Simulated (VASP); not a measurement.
Wanted: the native input for a VASP 6.6.1 run.

```yaml
Task: single point
Functional: PBE
Potentials_or_basis: VASP PAW PBE potentials, release 64 (Ge_d, Co)
Cutoff: 520 eV
k_mesh: 6 × 6 × 6
Occupations: gaussian, width 0.1 eV
Spin: no spin polarisation
Dipole_correction: no
Further_INCAR_settings: ALGO = Normal; EDIFF = 1e-06; NBANDS = 34
```

The structure of CoGe3 lies in POSCAR:

```
CoGe3
1.0
    3.9945493910      0.0000000000      0.0000000000
    0.0000000000      3.9945493910      0.0000000000
    0.0000000000      0.0000000000      3.9945493910
Ge Co
3 1
Direct
    0.0000000000      0.5000000000      0.5000000000
    0.5000000000      0.0000000000      0.5000000000
    0.5000000000      0.5000000000      0.0000000000
    0.0000000000      0.0000000000      0.0000000000
```

These files were run (other wordings do the same):

INCAR

```
ALGO     = Normal         # electronic algorithm
EDIFF    = 1E-6           # SCF threshold, eV
ENCUT    = 520            # plane-wave cutoff, eV
GGA      = PE             # functional
ISIF     = 2              # what is computed and relaxed
ISMEAR   = 0              # smearing method
LASPH    = T              # aspherical terms in the spheres
LCHARG   = F              # write CHGCAR
LREAL    = F              # projectors in reciprocal space
LWAVE    = F              # write WAVECAR
NBANDS   = 34             # bands
NELM     = 60             # most SCF steps
PREC     = Accurate       # precision mode
SIGMA    = 0.1            # smearing width, eV
```

KPOINTS

```
k-points
0
Gamma
  6 6 6
```

Potentials or basis: VASP PAW PBE potentials, release 64 (Ge_d, Co).

Run with:

```bash
$ cat potpaw_PBE.64/Ge_d/POTCAR potpaw_PBE.64/Co/POTCAR > POTCAR
$ mpirun -np 1 vasp_std > vasp.out
```

It gave:

```json
{
  "Pressure": "0.4 GPa",
  "Band gap on the k mesh": "zero (an odd number of electrons rules out a gap without spin polarisation)"
}
```

Caveat: the run has no spin polarisation, though such a crystal can be magnetic.

Run time: 41 s on 1 thread of Intel(R) Xeon(R) 6975P-C (Granite Rapids) (shared host), peak memory 0.17 GiB.
